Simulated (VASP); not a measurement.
# SnPb2 (P4_2/mnm) in VASP: single point with PBE

Aim: the single point of SnPb2 with PBE.

All numbers are computed with VASP 6.6.1; they aren't measurements. Logs are shortened: lines on timing, memory, paths and dates and some standing lists are left out, and cuts for length are marked.

## Step 1: The cell of the first run

Symmetry: P4_2/mnm, No. 136, tetragonal system. Conventional cell: a = 7.040 Å, b = 7.040 Å, c = 4.813 Å, α = 90.00°, β = 90.00°, γ = 90.00°. Sn (site symmetry mmm) has 6 Pb at 3.04 to 3.09 Å within 4.0 Å. Within 4.0 Å of Pb (site symmetry m2m) lie 3 Sn at 3.04 to 3.09 Å and 1 Pb at 3.88 Å.

## Step 2: Single point, PBE

INCAR

```
SYSTEM = SnPb2
PREC = Accurate ; ENCUT = 520
EDIFF = 1E-6 ; ISMEAR = 0
SIGMA = 0.1 ; LREAL = .False.
LASPH = .True. ; NELM = 80
ALGO = Fast ; ISIF = 2
LWAVE = .False. ; LCHARG = .False.
GGA = PE ; NBANDS = 51
```

KPOINTS

```
regular mesh
0
Gamma
  6 6 8
  0 0 0
```

POSCAR

```
SnPb2
1.0
    7.0402460750      0.0000000000      0.0000000000
    0.0000000000      7.0402460750      0.0000000000
    0.0000000000      0.0000000000      4.8125736080
Sn Pb
2 4
Direct
    0.0000000000      0.0000000000      0.0000000000
    0.5000000000      0.5000000000      0.5000000000
    0.3049034839      0.3049034839      0.0000000000
    0.1950965161      0.8049034839      0.5000000000
    0.6950965161      0.6950965161      0.0000000000
    0.8049034839      0.1950965161      0.5000000000
```

Potentials or basis: VASP PAW PBE potentials, release 64 (Sn_d, Pb_d).

Run with:

```console
$ cat potpaw_PBE.64/Sn_d/POTCAR potpaw_PBE.64/Pb_d/POTCAR > POTCAR
$ mpirun -np 1 vasp_std > vasp.out
```

OUTCAR:

```text
SYSTEM = SnPb2
   PREC = Accurate
   ENCUT = 520
   EDIFF = 1E-6
   ISMEAR = 0
   LREAL = .False.
   LASPH = .True.
   NELM = 80
   ISIF = 2
   GGA = PE

 ion  position               nearest neighbor table
   1  0.000  0.000  0.000-   3 3.04   5 3.04   4 3.09   6 3.09   4 3.09   6 3.09
   2  0.500  0.500  0.500-   4 3.04   6 3.04   5 3.09   3 3.09   3 3.09   5 3.09
   3  0.305  0.305  0.000-   1 3.04   2 3.09   2 3.09   5 3.88
   4  0.195  0.805  0.500-   2 3.04   1 3.09   1 3.09   6 3.88
   5  0.695  0.695  0.000-   1 3.04   2 3.09   2 3.09   3 3.88
   6  0.805  0.195  0.500-   2 3.04   1 3.09   1 3.09   4 3.88

  LATTYP: Found a simple tetragonal cell.
 ALAT       =     7.0402460750
 C/A-ratio  =     0.6835803119

  Lattice vectors:

 A1 = (   7.0402460750,   0.0000000000,   0.0000000000)
 A2 = (   0.0000000000,   7.0402460750,   0.0000000000)
 A3 = (   0.0000000000,   0.0000000000,   4.8125736080)

Analysis of symmetry for initial positions (statically):
=====================================================================
 Subroutine PRICEL returns:
 Original cell was already a primitive cell.

 Routine SETGRP: Setting up the symmetry group for a
 simple tetragonal supercell.

 Subroutine GETGRP returns: Found 16 space group operations
 (whereof  8 operations were pure point group operations)
 out of a pool of 16 trial point group operations.

The static configuration has the point symmetry D_2h.
 The point group associated with its full space group is D_4h.

Analysis of symmetry for dynamics (positions and initial velocities):
=====================================================================
 Subroutine PRICEL returns:
 Original cell was already a primitive cell.

 Routine SETGRP: Setting up the symmetry group for a
 simple tetragonal supercell.

 Subroutine GETGRP returns: Found 16 space group operations
 (whereof  8 operations were pure point group operations)
 out of a pool of 16 trial point group operations.

The dynamic configuration has the point symmetry D_2h.
 The point group associated with its full space group is D_4h.

 Subroutine INISYM returns: Found 16 space group operations
 (whereof  8 operations are pure point group operations),
 and found     1 'primitive' translations

----------------------------------------------------------------------------------------

                                     Primitive cell

  volume of cell :     238.5355

  direct lattice vectors                    reciprocal lattice vectors
     7.040246075  0.000000000  0.000000000     0.142040490  0.000000000  0.000000000
     0.000000000  7.040246075  0.000000000     0.000000000  0.142040490  0.000000000
     0.000000000  0.000000000  4.812573608     0.000000000  0.000000000  0.207789030

  length of vectors
     7.040246075  7.040246075  4.812573608     0.142040490  0.142040490  0.207789030

  position of ions in fractional coordinates (direct lattice)
     0.000000000  0.000000000  0.000000000
     0.500000000  0.500000000  0.500000000
     0.304903484  0.304903484  0.000000000
     0.195096516  0.804903484  0.500000000
     0.695096516  0.695096516  0.000000000
     0.804903484  0.195096516  0.500000000

  ion indices of the primitive-cell ions
   primitive index   ion index
                 1           1
                 2           2
                 3           3
                 4           4
                 5           5
                 6           6

----------------------------------------------------------------------------------------

 KPOINTS: regular mesh

Automatic generation of k-mesh.
 Grid dimensions read from file:
 generate k-points for:    6    6    8

 Generating k-lattice:

  Cartesian coordinates                     Fractional coordinates (reciprocal lattice)
     0.023673415  0.000000000  0.000000000     0.166666667  0.000000000  0.000000000
     0.000000000  0.023673415  0.000000000     0.000000000  0.166666667  0.000000000
     0.000000000  0.000000000  0.025973629     0.000000000  0.000000000  0.125000000

  Length of vectors
     0.023673415  0.023673415  0.025973629

  Shift w.r.t. Gamma in fractional coordinates (k-lattice)
     0.000000000  0.000000000  0.000000000

 Subroutine IBZKPT returns following result:
 ===========================================

 Found     50 irreducible k-points:

 Following reciprocal coordinates:
            Coordinates               Weight
  0.000000  0.000000  0.000000      1.000000
  0.166667  0.000000  0.000000      4.000000
  0.333333  0.000000  0.000000      4.000000
  0.500000  0.000000  0.000000      2.000000
  0.166667  0.166667  0.000000      4.000000
  0.333333  0.166667  0.000000      8.000000
[... 16 lines left out ...]
  0.333333  0.000000  0.250000      8.000000
  0.500000  0.000000  0.250000      4.000000
 [... further k-points ...]
   k-points           NKPTS =     50   k-points in BZ     NKDIM =     50   number of bands    NBANDS=     51
   number of dos      NEDOS =    301   number of ions     NIONS =      6
   total plane-waves  NPLWV = 104976
   dimension x,y,z NGX =    54 NGY =   54 NGZ =   36
   dimension x,y,z NGXF=   108 NGYF=  108 NGZF=   72
   ions per type =               2   4
   NGX,Y,Z   is equivalent  to a cutoff of  12.75, 12.75, 12.44 a.u.
   NGXF,Y,Z  is equivalent  to a cutoff of  25.50, 25.50, 24.87 a.u.
 SYSTEM =  SnPb2
   PREC   = accura    normal or accurate (medium, high low for compatibility)
   ISTART =      0    job   : 0-new  1-cont  2-samecut
   ICHARG =      2    charge: 1-file 2-atom 10-const
   ISPIN  =      1    spin polarized calculation?
   LNONCOLLINEAR =      F non collinear calculations
   LSORBIT =      F    spin-orbit coupling
   LASPH  =      T    aspherical Exc in radial PAW
   ENCUT  =  520.0 eV  38.22 Ry    6.18 a.u.  13.09 13.09  8.95*2*pi/ulx,y,z
   NELM   =     80;   NELMIN=  2; NELMDL= -5     # of ELM steps
   EDIFF  = 0.1E-05   stopping-criterion for ELM
   LREAL  =      F    real-space projection
   EDIFFG = 0.1E-04   stopping-criterion for IOM
   NSW    =      0    number of steps for IOM
   IBRION =     -1    ionic relax: 0-MD 1-quasi-New 2-CG
   NFREE  =      0    steps in history (QN), initial steepest desc. (CG)
   ISIF   =      2    stress and relaxation
   ISYM   =      2    0-nonsym 1-usesym 2-fastsym
   POTIM  = 0.5000    time-step for ionic-motion
   TEBEG  =    0.0;   TEEND  =   0.0 temperature during run
   PSTRESS=    0.0 pullay stress
   NELECT =      84.0000    total number of electrons
   NUPDOWN=      -1.0000    fix difference up-down
   EMIN   =  10.00;   EMAX   =-10.00  energy-range for DOS
   EFERMI =   0.00;   METHOD = LEGACY
   ISMEAR =     0;   SIGMA  =   0.10  broadening in eV -4-tet -1-fermi 0-gaus
   EFERMI_NEDOS =   21; number of points for ismear=-14 and -15
   IALGO  =     68    algorithm
   IMIX   =      4    mixing-type and parameters
     AMIX     =   0.40;   BMIX     =  1.00
     AMIX_MAG =   1.60;   BMIX_MAG =  1.00
  volume/ion in A,a.u.               =      39.76       268.29
  Fermi-wavevector in a.u.,A,eV,Ry     =   1.156069  2.184653 18.184110  1.336494
  Thomas-Fermi vector in A             =   2.292692
   LORBIT       =      0    0 simple, 1 ext, 2 COOP (PROOUT), +10 PAW based schemes
   GGA     = PE    functional components
   LHFCALC =     F    Hartree Fock is set to
   AEXX    =    0.0000 exact exchange contribution
   IVDW    =     0    specifies the selected vdW correction
   LEPSILON=     F    determine dielectric tensor
   LRPA    =     F    only Hartree local field effects (RPA)
 non-spin polarized calculation
 RMM-DIIS sequential band-by-band and
 Gauss-broadening in eV      SIGMA  =   0.10
  energy-cutoff  :      520.00
  volume of cell :      238.54
 maximum number of plane-waves:      6460
 NGX is ok and might be reduce to    54
   NGX = 27   NGY = 27   NGZ = 17

 number of electron      83.9999983 magnetization

 Free energy of the ion-electron system (eV)
  ---------------------------------------------------
  ext. energy  EPLUGINS =         0.00000000
  ---------------------------------------------------
  free energy    TOTEN  =       -20.01463678 eV

  energy without entropy =      -19.99406929  energy(sigma->0) =      -20.00435303

 E-fermi :   4.5495     XC(G=0):  -8.6161

 val. band max:        4.5331511077   @ k =   0.1667   0.0000   0.1250
 cond. band min:       4.5695027949   @ k =   0.5000   0.3333   0.5000
 fundamental gap:      0.0363516872
 Fermi energy:         4.5494799697

 k-point     1 :       0.0000    0.0000    0.0000
  band No.  band energies     occupation
      1     -16.9015      2.00000
      2     -16.8927      2.00000
      3     -16.8645      2.00000
      4     -16.8645      2.00000
      5     -16.8478      2.00000
      6     -16.8467      2.00000
[... 43 lines left out ...]
     50       7.2150      0.00000
     51       8.6176      0.00000

 k-point     2 :       0.1667    0.0000    0.0000
  band No.  band energies     occupation
      1     -16.9008      2.00000
      2     -16.8933      2.00000
      3     -16.8645      2.00000
      4     -16.8645      2.00000
      5     -16.8477      2.00000
      6     -16.8468      2.00000
[... 43 lines left out ...]
     50       7.3819      0.00000
     51       8.5304      0.00000

 k-point     3 :       0.3333    0.0000    0.0000
  band No.  band energies     occupation
      1     -16.8991      2.00000
      2     -16.8947      2.00000
      3     -16.8644      2.00000
      4     -16.8644      2.00000
      5     -16.8475      2.00000
      6     -16.8470      2.00000
[... 43 lines left out ...]
     50       7.5747      0.00000
     51       8.5104      0.00000
[... 1027 lines left out ...]
 k-point    23 :       0.3333    0.0000    0.2500
  band No.  band energies     occupation
      1     -16.8980      2.00000
      2     -16.8949      2.00000
      3     -16.8641      2.00000
      4     -16.8641      2.00000
      5     -16.8476      2.00000
      6     -16.8472      2.00000
[... 43 lines left out ...]
     50       8.6222      0.00000
     51       8.7775      0.00000

 k-point    24 :       0.5000    0.0000    0.2500
  band No.  band energies     occupation
      1     -16.8965      2.00000
      2     -16.8965      2.00000
      3     -16.8640      2.00000
      4     -16.8640      2.00000
      5     -16.8474      2.00000
      6     -16.8474      2.00000
[... 43 lines left out ...]
     50       8.3930      0.00000
     51       8.9659      0.00000

 [... further k-points ...]

------------------------ aborting loop because EDIFF is reached ----------------------------------------

  FORCE on cell =-STRESS in cart. coord.  units (eV):
  Direction    XX          YY          ZZ          XY          YZ          ZX
  --------------------------------------------------------------------------------------
  -------------------------------------------------------------------------------------
  Total       -0.0808450     -0.0808450     -0.0738570      0.0000000      0.0000000      0.0000000
  in kB       -0.5430135     -0.5430135     -0.4960771      0.0000000      0.0000000      0.0000000
  external PRESSURE =      -0.5273680 kB  Pullay stress =       0.0000000 kB

 VOLUME and BASIS-vectors are now :
 -----------------------------------------------------------------------------
  energy-cutoff  :      520.00
  volume of cell :      238.54
      direct lattice vectors                 reciprocal lattice vectors
     7.040246075  0.000000000  0.000000000     0.142040490  0.000000000  0.000000000
     0.000000000  7.040246075  0.000000000     0.000000000  0.142040490  0.000000000
     0.000000000  0.000000000  4.812573608     0.000000000  0.000000000  0.207789030

 POSITION                                       TOTAL-FORCE (eV/Angst)
 -----------------------------------------------------------------------------------
      0.00000      0.00000      0.00000         0.000000      0.000000      0.000000
      3.52012      3.52012      2.40629         0.000000      0.000000      0.000000
      2.14660      2.14660      0.00000        -0.000595     -0.000595      0.000000
      1.37353      5.66672      2.40629         0.000595     -0.000595      0.000000
      4.89365      4.89365      0.00000         0.000595      0.000595     -0.000000
      5.66672      1.37353      2.40629        -0.000595      0.000595      0.000000
 -----------------------------------------------------------------------------------
    total drift:                               -0.000000      0.000000      0.000000

  FREE ENERGIE OF THE ION-ELECTRON SYSTEM (eV)
  ---------------------------------------------------
  free  energy   TOTEN  =       -20.0146367797 eV

  energy  without entropy=      -19.9940692867  energy(sigma->0) =      -20.00435303
```

It took 7.6 min on 1 thread of Intel Xeon Platinum 8488C (Sapphire Rapids), shared host; peak memory 0.62 GiB.

Results:

| Property | Result |
| --- | --- |
| Free energy | -20.0146 eV |
| Pressure | -0.1 GPa |
| Band gap on the k mesh | zero (bands 42 and 43 overlap by 1.44 eV) |

Caveat: spin-orbit coupling is left out, which moves the levels of the heavy elements.
